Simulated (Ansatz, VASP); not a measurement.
## BeZn2O3: VASP beside Ansatz

```
Be Zn O
1.0
     4.61586   -2.12183    0.14530
     4.61586    2.12183    0.14530
    -0.50697    0.00000    2.99568
Be Zn O
1 2 3
Direct
  0.00000 0.00000 0.00000
  0.34853 0.34853 0.43317
  0.65147 0.65147 0.56683
  0.13519 0.13519 0.40144
  0.50000 0.50000 0.00000
  0.86481 0.86481 0.59856
```

Change from the starting cell: species swapped into the Li2HfO3 type (C2/m, No. 12).

Alike in both runs: functional PBE; k mesh 3 × 3 × 4; occupations gaussian, width 0.15 eV; no spin polarisation.

Ansatz relaxed the structure, and its values are those at the end. VASP's run is a single point on that final structure, the one shown.

|  | VASP | Ansatz |
| --- | --- | --- |
| version | VASP 6.6.1 | Ansatz 0.2.0 |
| potentials or method | VASP PAW PBE potentials, release 64 (Be, Zn, O), cutoff 600 eV | scalar-relativistic, plane waves, PAW |
| valence electrons in the cell | 44 | 44 |

|  | VASP | Ansatz | Ansatz less VASP |
| --- | --- | --- | --- |
| gap on the k mesh at the Fermi level (eV) | 1.42 | 1.43 | +0.016 |
| least direct gap on the mesh (eV) | 1.82 | 1.83 | +0.013 |
| pressure (GPa) | 0.4 | -0.1 | -0.53 |
| rms of the force components (eV/Å) | 0.027 | 0.007 | -0.0203 |

The k mesh is coarse, so the values compare programs but aren't converged.
